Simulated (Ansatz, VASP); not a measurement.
## PbSe: VASP beside Ansatz

```
Pb Se
1.0
     0.06124    3.09277    3.09277
     3.09277    0.06124    3.09277
     3.09277    3.09277    0.06124
Pb Se
1 1
Direct
  0.00000 0.00000 0.00000
  0.50000 0.50000 0.50000
```

Change from the starting cell: equal xy, yz and zx shear strains of +2 %, PAW files.

Alike in both runs: task electric field gradients; functional PBEsol; k mesh 7 × 7 × 7; occupations fermi-dirac, width 0.02 eV; no spin polarisation.

|  | VASP | Ansatz |
| --- | --- | --- |
| version | VASP 6.6.1 | Ansatz 0.2.0 |
| potentials or method | VASP PAW PBE potentials, release 64 (Pb_d, Se) | PAW with Ansatz's default frozen-core files, scalar-relativistic |
| plane-wave cutoff (eV) | 520 | 420 |
| valence electrons in the cell | 20 | 30 |

```csv
,VASP,Ansatz,Ansatz less VASP
pressure (GPa),-0.6,-0.6,0.00
"traceless stress, the component that is largest in VASP (GPa)",-0.36,-0.36,0.000
size of Vzz on the site where it differs most (V/Å²),3.5,6.4,+2.92
```

VASP's potentials were made for PBE, not for PBEsol. The functional is the same, so the differences come from potentials, cutoffs and numerics. VASP's potentials hold 20 valence electrons a cell and Ansatz's 30, so a difference there can come from the potentials and not from the codes.

Spin-orbit coupling is off throughout.
